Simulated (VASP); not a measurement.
# ScF3 (Pm-3m) in VASP: notebook, part 2 of 2

VASP 6.6.1. The steps go on from the part before.

### 3 Single point, LDA

The input, INCAR:

```
SYSTEM = ScF3
PREC = Accurate
ENCUT = 520
EDIFF = 1E-6
ISMEAR = 0
SIGMA = 0.01
LREAL = .False.
LASPH = .True.
NELM = 100
ALGO = Normal
ISIF = 2
LWAVE = .False.
LCHARG = .True.
LELF = .True.
LVHAR = .True.
NBANDS = 24
```

The input, KPOINTS:

```
Automatic mesh
0
Gamma
  4 4 4
  0 0 0
```

The input, POSCAR:

```
ScF3
1.0
    4.0125000000      0.0000000000      0.0000000000
    0.0000000000      4.0125000000      0.0000000000
    0.0000000000      0.0000000000      4.0125000000
Sc F
1 3
Direct
    0.0000000000      0.0000000000      0.0000000000
    0.5000000000      0.0000000000      0.0000000000
    0.0000000000      0.5000000000      0.0000000000
    0.0000000000      0.0000000000      0.5000000000
```

Potentials or basis: VASP PAW LDA potentials, release 64 (Sc_sv, F).

The run is started by

```
$ cat potpaw_LDA.64/Sc_sv/POTCAR potpaw_LDA.64/F/POTCAR > POTCAR
$ mpirun -np 1 vasp_std > vasp.out
```

OUTCAR:

```text
SYSTEM = ScF3
   PREC = Accurate
   ENCUT = 520
   EDIFF = 1E-6
   ISMEAR = 0
   LREAL = .False.
   LASPH = .True.
   NELM = 100
   ISIF = 2

 ion  position               nearest neighbor table
   1  0.000  0.000  0.000-   2 2.01   3 2.01   4 2.01   4 2.01   3 2.01   2 2.01
   2  0.500  0.000  0.000-   1 2.01   1 2.01
   3  0.000  0.500  0.000-   1 2.01   1 2.01
   4  0.000  0.000  0.500-   1 2.01   1 2.01

  LATTYP: Found a simple cubic cell.
 ALAT       =     4.0125000000

  Lattice vectors:

 A1 = (   4.0125000000,   0.0000000000,   0.0000000000)
 A2 = (   0.0000000000,   4.0125000000,   0.0000000000)
 A3 = (   0.0000000000,   0.0000000000,   4.0125000000)

Analysis of symmetry for initial positions (statically):
=====================================================================
 Subroutine PRICEL returns:
 Original cell was already a primitive cell.

 Routine SETGRP: Setting up the symmetry group for a
 simple cubic supercell.

 Subroutine GETGRP returns: Found 48 space group operations
 (whereof 48 operations were pure point group operations)
 out of a pool of 48 trial point group operations.

The static configuration has the point symmetry O_h .
[... 150 lines left out ...]

 E-fermi :  -3.7262     XC(G=0):  -8.8729

 val. band max:       -3.8608291750   @ k =   0.5000   0.5000   0.5000
 cond. band min:       2.3219167918   @ k =   0.0000   0.0000   0.0000
 fundamental gap:      6.1827459668
 Fermi energy:        -3.7262264119

 k-point     1 :       0.0000    0.0000    0.0000
  band No.  band energies     occupation
      1     -49.1417      2.00000
      2     -28.1797      2.00000
      3     -28.1797      2.00000
      4     -28.1797      2.00000
      5     -23.5203      2.00000
      6     -23.2381      2.00000
[... 259 lines left out ...]
     23      11.0643      0.00000
     24      11.0643      0.00000

------------------------ aborting loop because EDIFF is reached ----------------------------------------

  FORCE on cell =-STRESS in cart. coord.  units (eV):
  Direction    XX          YY          ZZ          XY          YZ          ZX
  --------------------------------------------------------------------------------------
  -------------------------------------------------------------------------------------
  Total       -0.9221882     -0.9221882     -0.9221882      0.0000000     -0.0000000      0.0000000
  in kB      -22.8709918    -22.8709918    -22.8709918      0.0000000     -0.0000000      0.0000000
  external PRESSURE =     -22.8709918 kB  Pullay stress =       0.0000000 kB

 VOLUME and BASIS-vectors are now :
 -----------------------------------------------------------------------------
  energy-cutoff  :      520.00
  volume of cell :       64.60
      direct lattice vectors                 reciprocal lattice vectors
     4.012500000  0.000000000  0.000000000     0.249221184  0.000000000  0.000000000
     0.000000000  4.012500000  0.000000000     0.000000000  0.249221184  0.000000000
     0.000000000  0.000000000  4.012500000     0.000000000  0.000000000  0.249221184

 POSITION                                       TOTAL-FORCE (eV/Angst)
 -----------------------------------------------------------------------------------
      0.00000      0.00000      0.00000         0.000000      0.000000      0.000000
      2.00625      0.00000      0.00000         0.000000      0.000000      0.000000
      0.00000      2.00625      0.00000         0.000000      0.000000      0.000000
      0.00000      0.00000      2.00625         0.000000      0.000000      0.000000
 -----------------------------------------------------------------------------------
    total drift:                                0.000000      0.000000      0.000000

  FREE ENERGIE OF THE ION-ELECTRON SYSTEM (eV)
  ---------------------------------------------------
  free  energy   TOTEN  =       -29.5777931219 eV

  energy  without entropy=      -29.5777931219  energy(sigma->0) =      -29.57779312
```

Run time: 16 s. Hardware: 1 thread of AMD EPYC 7R13 (Zen 3), shared host; peak memory 0.12 GiB.

Results:

```
Free energy            : -29.5778 eV
Pressure               : -2.3 GPa
Band gap on the k mesh : 6.18 eV, indirect (least direct gap 6.71 eV)
```

Levels at points of the mesh, in eV from the valence-band top:
```tsv
k point	band 13	band 14	band 15	band 16	band 17	band 18	band 19	band 20
(0.00, 0.00, 0.00)	-0.59	-0.53	-0.53	-0.53	6.18	6.18	6.18	7.61
(0.50, 0.00, 0.00)	-1.18	-0.71	-0.54	-0.54	6.22	7.11	7.11	7.98
(0.50, 0.50, 0.00)	-1.16	-0.96	-0.96	-0.01	7.14	7.14	7.79	8.63
(0.50, 0.50, 0.50)	-2.31	0.00	0.00	0.00	7.84	7.84	7.84	10.77
```

### 4 Single point, LDA

The input, INCAR:

```
ALGO = Normal
EDIFF = 1E-7
ENCUT = 520
ISIF = 2
ISMEAR = 0
LASPH = T
LCHARG = T
LELF = T
LREAL = F
LVHAR = T
LWAVE = F
NBANDS = 24
NELM = 60
PREC = Accurate
SIGMA = 0.01
```

The input, KPOINTS:

```
k-points
0
Gamma
  4 4 4
```

POSCAR is that of step 3.

The run is started by

```
$ cat potpaw_LDA.64/Sc_sv/POTCAR potpaw_LDA.64/F/POTCAR > POTCAR
$ mpirun -np 1 vasp_std > vasp.out
```

It took 18 s on 1 thread of AMD EPYC 7R13 (Zen 3), shared host; peak memory 0.12 GiB.

The run converged. Its results:

| Quantity | Value |
| --- | --- |
| Free energy | -29.5778 eV |
| Pressure | -2.3 GPa |
| Band gap on the k mesh | 6.18 eV, indirect (least direct gap 6.71 eV) |

Levels at points of the mesh, in eV from the valence-band top:
| k point | band 14 | band 15 | band 16 | band 17 | band 18 | band 19 |
| --- | --- | --- | --- | --- | --- | --- |
| (0.00, 0.00, 0.00) | -0.53 | -0.53 | -0.53 | 6.18 | 6.18 | 6.18 |
| (0.50, 0.00, 0.00) | -0.71 | -0.54 | -0.54 | 6.22 | 7.11 | 7.11 |
| (0.50, 0.50, 0.00) | -0.96 | -0.96 | -0.01 | 7.14 | 7.14 | 7.79 |
| (0.50, 0.50, 0.50) | 0.00 | 0.00 | 0.00 | 7.84 | 7.84 | 7.84 |

A k mesh can miss the band edges. Expect the measured gap to be larger: semilocal functionals such as LDA lack the derivative discontinuity.
